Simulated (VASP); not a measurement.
# Ge (P6/mmm) in VASP: further runs

The runs below take Ge through single point, with LDA.

Program: VASP 6.6.1. These are calculated values, not measurements. Logs are shortened: lines on timing, memory, paths and dates and some standing lists are left out, and cuts for length are marked.

### 1 The cell of the first run

Symmetry: P6/mmm, No. 191, hexagonal system. The conventional cell has a = 4.768 Å, b = 4.768 Å, c = 2.690 Å, α = 90.00°, β = 90.00°, γ = 120.00°. Ge (site symmetry 6/mmm) has 14 Ge at 2.69 to 3.06 Å within 3.5 Å. Within 3.5 Å of Ge (site symmetry -6m2) lie 11 Ge at 2.69 to 3.06 Å.

This isn't the form of Ge at room conditions, which is diamond.

### 2 Single point, LDA

File INCAR:

```
SYSTEM = Ge
PREC = Accurate
ENCUT = 520
EDIFF = 1E-6
ISMEAR = -1
SIGMA = 0.08
LREAL = .False.
LASPH = .True.
NELM = 80
ALGO = Normal
ISIF = 2
LWAVE = .False.
LCHARG = .True.
GGA = CA
LELF = .True.
LVHAR = .True.
NBANDS = 28
```

File KPOINTS:

```
regular mesh
0
Gamma
  8 8 11
  0 0 0
```

File POSCAR:

```
Ge
1.0
    4.7676269446      0.0000000000      0.0000000000
   -2.3838134723      4.1288860498      0.0000000000
    0.0000000000      0.0000000000      2.6900827912
Ge
3
Direct
    0.0000000000      0.0000000000      0.0000000000
    0.3333333333      0.6666666667      0.5000000000
    0.6666666667      0.3333333333      0.5000000000
```

Potentials or basis: VASP PAW LDA potentials, release 64 (Ge_d).

On the command line:

```bash
$ cat potpaw_LDA.64/Ge_d/POTCAR > POTCAR
$ mpirun -np 1 vasp_std > vasp.out
```

OUTCAR:

```text
SYSTEM = Ge
   PREC = Accurate
   ENCUT = 520
   EDIFF = 1E-6
   ISMEAR = -1
   LREAL = .False.
   LASPH = .True.
   NELM = 80
   ISIF = 2
   GGA = CA

 ion  position               nearest neighbor table
   1  0.000  0.000  0.000-
   2  0.333  0.667  0.500-   3 2.75   3 2.75   3 2.75
   3  0.667  0.333  0.500-   2 2.75   2 2.75   2 2.75

  LATTYP: Found a hexagonal cell.
 ALAT       =     4.7676269446
 C/A-ratio  =     0.5642393632

  Lattice vectors:

 A1 = (   4.7676269446,   0.0000000000,   0.0000000000)
 A2 = (  -2.3838134723,   4.1288860498,   0.0000000000)
 A3 = (   0.0000000000,   0.0000000000,   2.6900827912)

Analysis of symmetry for initial positions (statically):
=====================================================================
 Subroutine PRICEL returns:
 Original cell was already a primitive cell.

 Routine SETGRP: Setting up the symmetry group for a
 hexagonal supercell.

 Subroutine GETGRP returns: Found 24 space group operations
 (whereof 24 operations were pure point group operations)
 out of a pool of 24 trial point group operations.

The static configuration has the point symmetry D_6h.

Analysis of symmetry for dynamics (positions and initial velocities):
=====================================================================
 Subroutine PRICEL returns:
 Original cell was already a primitive cell.

 Routine SETGRP: Setting up the symmetry group for a
 hexagonal supercell.

 Subroutine GETGRP returns: Found 24 space group operations
 (whereof 24 operations were pure point group operations)
 out of a pool of 24 trial point group operations.

The dynamic configuration has the point symmetry D_6h.

 Subroutine INISYM returns: Found 24 space group operations
 (whereof 24 operations are pure point group operations),
 and found     1 'primitive' translations

----------------------------------------------------------------------------------------

                                     Primitive cell

  volume of cell :      52.9542

  direct lattice vectors                    reciprocal lattice vectors
     4.767626945  0.000000000  0.000000000     0.209747955  0.121098038  0.000000000
    -2.383813472  4.128886050  0.000000000     0.000000000  0.242196076  0.000000000
     0.000000000  0.000000000  2.690082791     0.000000000  0.000000000  0.371735771

  length of vectors
     4.767626945  4.767626945  2.690082791     0.242196076  0.242196076  0.371735771

  position of ions in fractional coordinates (direct lattice)
     0.000000000  0.000000000  0.000000000
     0.333333333  0.666666667  0.500000000
     0.666666667  0.333333333  0.500000000

  ion indices of the primitive-cell ions
   primitive index   ion index
                 1           1
                 2           2
                 3           3

----------------------------------------------------------------------------------------

 KPOINTS: regular mesh

Automatic generation of k-mesh.
 Grid dimensions read from file:
 generate k-points for:    8    8   11

 Generating k-lattice:

  Cartesian coordinates                     Fractional coordinates (reciprocal lattice)
     0.026218494  0.015137255  0.000000000     0.125000000  0.000000000  0.000000000
     0.000000000  0.030274510  0.000000000     0.000000000  0.125000000  0.000000000
     0.000000000  0.000000000  0.033794161     0.000000000  0.000000000  0.090909091

  Length of vectors
     0.030274510  0.030274510  0.033794161

  Shift w.r.t. Gamma in fractional coordinates (k-lattice)
     0.000000000  0.000000000  0.000000000

 Subroutine IBZKPT returns following result:
 ===========================================

 Found     60 irreducible k-points:

 Following reciprocal coordinates:
            Coordinates               Weight
  0.000000  0.000000  0.000000      1.000000
  0.125000 -0.000000  0.000000      6.000000
  0.250000 -0.000000  0.000000      6.000000
  0.375000  0.000000  0.000000      6.000000
  0.500000 -0.000000  0.000000      3.000000
  0.125000  0.125000  0.000000      6.000000
[... 16 lines left out ...]
  0.250000 -0.000000  0.181818     12.000000
  0.375000  0.000000  0.181818     12.000000
 [... further k-points ...]
   k-points           NKPTS =     60   k-points in BZ     NKDIM =     60   number of bands    NBANDS=     28
   number of dos      NEDOS =    301   number of ions     NIONS =      3
   total plane-waves  NPLWV =  25920
   dimension x,y,z NGX =    36 NGY =   36 NGZ =   20
   dimension x,y,z NGXF=    72 NGYF=   72 NGZF=   40
   ions per type =               3
   NGX,Y,Z   is equivalent  to a cutoff of  12.55, 12.55, 12.36 a.u.
   NGXF,Y,Z  is equivalent  to a cutoff of  25.11, 25.11, 24.72 a.u.
 SYSTEM =  Ge
   PREC   = accura    normal or accurate (medium, high low for compatibility)
   ISTART =      0    job   : 0-new  1-cont  2-samecut
   ICHARG =      2    charge: 1-file 2-atom 10-const
   ISPIN  =      1    spin polarized calculation?
   LNONCOLLINEAR =      F non collinear calculations
   LSORBIT =      F    spin-orbit coupling
   LASPH  =      T    aspherical Exc in radial PAW
   ENCUT  =  520.0 eV  38.22 Ry    6.18 a.u.   8.86  8.86  5.00*2*pi/ulx,y,z
   NELM   =     80;   NELMIN=  2; NELMDL= -5     # of ELM steps
   EDIFF  = 0.1E-05   stopping-criterion for ELM
   LREAL  =      F    real-space projection
[... 7 lines left out ...]
   TEBEG  =    0.0;   TEEND  =   0.0 temperature during run
   PSTRESS=    0.0 pullay stress
   NELECT =      42.0000    total number of electrons
   NUPDOWN=      -1.0000    fix difference up-down
   EMIN   =  10.00;   EMAX   =-10.00  energy-range for DOS
   EFERMI =   0.00;   METHOD = LEGACY
   ISMEAR =    -1;   SIGMA  =   0.08  broadening in eV -4-tet -1-fermi 0-gaus
   EFERMI_NEDOS =   21; number of points for ismear=-14 and -15
   IALGO  =     38    algorithm
   IMIX   =      4    mixing-type and parameters
     AMIX     =   0.40;   BMIX     =  1.00
     AMIX_MAG =   1.60;   BMIX_MAG =  1.00
  volume/ion in A,a.u.               =      17.65       119.12
  Fermi-wavevector in a.u.,A,eV,Ry     =   1.515390  2.863671 31.244499  2.296406
  Thomas-Fermi vector in A             =   2.624920
   LORBIT       =      0    0 simple, 1 ext, 2 COOP (PROOUT), +10 PAW based schemes
   GGA     = CA    functional components
   LHFCALC =     F    Hartree Fock is set to
   AEXX    =    0.0000 exact exchange contribution
   IVDW    =     0    specifies the selected vdW correction
   LEPSILON=     F    determine dielectric tensor
   LRPA    =     F    only Hartree local field effects (RPA)
 non-spin polarized calculation
  energy-cutoff  :      520.00
  volume of cell :       52.95
 maximum number of plane-waves:      1444
 NGX is ok and might be reduce to    36
   NGX = 17   NGY = 17   NGZ = 11

 number of electron      41.9999994 magnetization

 Free energy of the ion-electron system (eV)
  ---------------------------------------------------
  ext. energy  EPLUGINS =         0.00000000
  ---------------------------------------------------
  free energy    TOTEN  =       -14.70136972 eV

  energy without entropy =      -14.67796240  energy(sigma->0) =      -14.68966606

 E-fermi :   7.1614     XC(G=0): -11.9089

 val. band max:        7.0982052158   @ k =   0.2500   0.1250   0.3636
 cond. band min:       7.1682663872   @ k =   0.1250   0.1250   0.1818
 fundamental gap:      0.0700611714
 Fermi energy:         7.1614217796

 k-point     1 :       0.0000    0.0000    0.0000
  band No.  band energies     occupation
      1     -17.8096      2.00000
      2     -17.7086      2.00000
      3     -17.7086      2.00000
      4     -17.6479      2.00000
      5     -17.6479      2.00000
      6     -17.6442      2.00000
[... 20 lines left out ...]
     27      18.2710      0.00000
     28      18.4000      0.00000

 k-point     2 :       0.1250   -0.0000    0.0000
  band No.  band energies     occupation
      1     -17.8093      2.00000
      2     -17.7092      2.00000
      3     -17.7091      2.00000
      4     -17.6481      2.00000
      5     -17.6477      2.00000
      6     -17.6430      2.00000
[... 20 lines left out ...]
     27      18.0058      0.00000
     28      18.1686      0.00000

 k-point     3 :       0.2500   -0.0000    0.0000
  band No.  band energies     occupation
      1     -17.8086      2.00000
      2     -17.7112      2.00000
      3     -17.7108      2.00000
      4     -17.6487      2.00000
      5     -17.6472      2.00000
      6     -17.6393      2.00000
[... 20 lines left out ...]
     27      17.4313      0.00000
     28      17.7917      0.00000

 k-point     4 :       0.3750    0.0000    0.0000
  band No.  band energies     occupation
      1     -17.8078      2.00000
      2     -17.7144      2.00000
      3     -17.7123      2.00000
      4     -17.6493      2.00000
      5     -17.6465      2.00000
      6     -17.6335      2.00000
[... 20 lines left out ...]
     27      17.5120      0.00000
     28      17.5592      0.00000

 k-point     5 :       0.5000   -0.0000    0.0000
  band No.  band energies     occupation
      1     -17.8075      2.00000
      2     -17.7160      2.00000
      3     -17.7129      2.00000
      4     -17.6495      2.00000
      5     -17.6461      2.00000
      6     -17.6294      2.00000
[... 20 lines left out ...]
     27      16.1972      0.00000
     28      17.4106      0.00000

 k-point     6 :       0.1250    0.1250    0.0000
  band No.  band energies     occupation
      1     -17.8088      2.00000
      2     -17.7106      2.00000
      3     -17.7102      2.00000
      4     -17.6484      2.00000
      5     -17.6475      2.00000
      6     -17.6405      2.00000
[... 463 lines left out ...]
      5     -17.6765      2.00000
      6     -17.5828      2.00000
[... 20 lines left out ...]
     27      15.6160      0.00000
     28      18.5593      0.00000

 k-point    22 :       0.1250   -0.0000    0.1818
  band No.  band energies     occupation
      1     -17.7438      2.00000
      2     -17.7094      2.00000
      3     -17.7090      2.00000
      4     -17.6768      2.00000
      5     -17.6765      2.00000
      6     -17.5811      2.00000
[... 20 lines left out ...]
     27      15.2270      0.00000
     28      18.5913      0.00000

 k-point    23 :       0.2500   -0.0000    0.1818
  band No.  band energies     occupation
      1     -17.7435      2.00000
      2     -17.7097      2.00000
      3     -17.7092      2.00000
      4     -17.6766      2.00000
      5     -17.6764      2.00000
      6     -17.5771      2.00000
[... 20 lines left out ...]
     27      14.1660      0.00000
     28      17.7241      0.00000

 k-point    24 :       0.3750    0.0000    0.1818
  band No.  band energies     occupation
      1     -17.7433      2.00000
      2     -17.7100      2.00000
      3     -17.7098      2.00000
      4     -17.6769      2.00000
      5     -17.6748      2.00000
      6     -17.5733      2.00000
[... 20 lines left out ...]
     27      13.0423      0.00000
     28      16.8820      0.00000

 [... further k-points ...]

------------------------ aborting loop because EDIFF is reached ----------------------------------------

  FORCE on cell =-STRESS in cart. coord.  units (eV):
  Direction    XX          YY          ZZ          XY          YZ          ZX
  --------------------------------------------------------------------------------------
  -------------------------------------------------------------------------------------
  Total        0.5316863      0.5316863      0.5191267      0.0000000      0.0000000     -0.0000000
  in kB       16.0866375     16.0866375     15.7066332      0.0000000      0.0000000     -0.0000000
  external PRESSURE =      15.9599694 kB  Pullay stress =       0.0000000 kB

 VOLUME and BASIS-vectors are now :
 -----------------------------------------------------------------------------
  energy-cutoff  :      520.00
  volume of cell :       52.95
      direct lattice vectors                 reciprocal lattice vectors
     4.767626945  0.000000000  0.000000000     0.209747955  0.121098038  0.000000000
    -2.383813472  4.128886050  0.000000000     0.000000000  0.242196076  0.000000000
     0.000000000  0.000000000  2.690082791     0.000000000  0.000000000  0.371735771

 POSITION                                       TOTAL-FORCE (eV/Angst)
 -----------------------------------------------------------------------------------
      0.00000      0.00000      0.00000         0.000000      0.000000      0.000000
     -0.00000      2.75259      1.34504         0.000000      0.000000     -0.000000
      2.38381      1.37630      1.34504        -0.000000      0.000000      0.000000
 -----------------------------------------------------------------------------------
    total drift:                                0.000000      0.000000     -0.000000

  FREE ENERGIE OF THE ION-ELECTRON SYSTEM (eV)
  ---------------------------------------------------
  free  energy   TOTEN  =       -14.7013697202 eV

  energy  without entropy=      -14.6779623986  energy(sigma->0) =      -14.68966606
```

Wall time 81 s (1 thread of Intel Xeon 8259CL, shared host); peak memory 0.19 GiB.

Results:

| Item | Value |
| --- | --- |
| Free energy | -14.7014 eV |
| Pressure | 1.6 GPa |
| Band gap on the k mesh | zero (bands 21 and 22 overlap by 5.22 eV) |

### 3 Single point, LDA

File INCAR:

```
SYSTEM = Ge
PREC = Accurate ; ENCUT = 520
EDIFF = 1E-7 ; ISMEAR = -1
SIGMA = 0.08 ; LREAL = .False.
LASPH = .True. ; NELM = 100
ALGO = Normal ; ISIF = 2
LWAVE = .False. ; LCHARG = .False.
GGA = CA ; NBANDS = 28
```

File KPOINTS:

```
Automatic mesh
0
Gamma
  8 8 11
  0 0 0
```

File POSCAR:

```
Ge
1.0
    4.7683231309      0.0000000000      0.0000000000
   -2.3841615655      4.1294889648      0.0000000000
    0.0000000000      0.0000000000      2.6904888473
Ge
3
Direct
    0.0000000000      0.0000000000      0.0000000000
    0.3333333333      0.6666666667      0.5000000000
    0.6666666667      0.3333333333      0.5000000000
```

Potentials or basis: VASP PAW LDA potentials, release 64 (Ge_d).

On the command line:

```bash
$ cat potpaw_LDA.64/Ge_d/POTCAR > POTCAR
$ mpirun -np 1 vasp_std > vasp.out
```

OUTCAR:

```text
SYSTEM = Ge
   PREC = Accurate
   ENCUT = 520
   EDIFF = 1E-7
   ISMEAR = -1
   LREAL = .False.
   LASPH = .True.
   NELM = 100
   ISIF = 2
   GGA = CA

 ion  position               nearest neighbor table
   1  0.000  0.000  0.000-
   2  0.333  0.667  0.500-   3 2.75   3 2.75   3 2.75
   3  0.667  0.333  0.500-   2 2.75   2 2.75   2 2.75

  LATTYP: Found a hexagonal cell.
 ALAT       =     4.7683231309
 C/A-ratio  =     0.5642421399

[... 936 lines left out ...]

  FORCE on cell =-STRESS in cart. coord.  units (eV):
  Direction    XX          YY          ZZ          XY          YZ          ZX
  --------------------------------------------------------------------------------------
  -------------------------------------------------------------------------------------
  Total        0.5161502      0.5161502      0.5075632     -0.0000000      0.0000000     -0.0000000
  in kB       15.6096613     15.6096613     15.3499696     -0.0000000      0.0000000     -0.0000000
  external PRESSURE =      15.5230974 kB  Pullay stress =       0.0000000 kB

 VOLUME and BASIS-vectors are now :
 -----------------------------------------------------------------------------
  energy-cutoff  :      520.00
  volume of cell :       52.98
      direct lattice vectors                 reciprocal lattice vectors
     4.768323131  0.000000000  0.000000000     0.209717331  0.121080357  0.000000000
    -2.384161565  4.129488965  0.000000000     0.000000000  0.242160715  0.000000000
     0.000000000  0.000000000  2.690488847     0.000000000  0.000000000  0.371679667

 POSITION                                       TOTAL-FORCE (eV/Angst)
 -----------------------------------------------------------------------------------
      0.00000      0.00000      0.00000        -0.000000      0.000000      0.000000
     -0.00000      2.75299      1.34524         0.000000     -0.000000     -0.000000
      2.38416      1.37650      1.34524        -0.000000      0.000000      0.000000
 -----------------------------------------------------------------------------------
    total drift:                                0.000000      0.000000     -0.000000

  FREE ENERGIE OF THE ION-ELECTRON SYSTEM (eV)
  ---------------------------------------------------
  free  energy   TOTEN  =       -14.7016152833 eV

  energy  without entropy=      -14.6782008540  energy(sigma->0) =      -14.68990807
```

Run time: 93 s. Hardware: 1 thread of Intel Xeon 8259CL, shared host; peak memory 0.19 GiB.

Results:

```
Free energy            : -14.7016 eV
Pressure               : 1.6 GPa
Band gap on the k mesh : zero (bands 21 and 22 overlap by 5.21 eV)
```
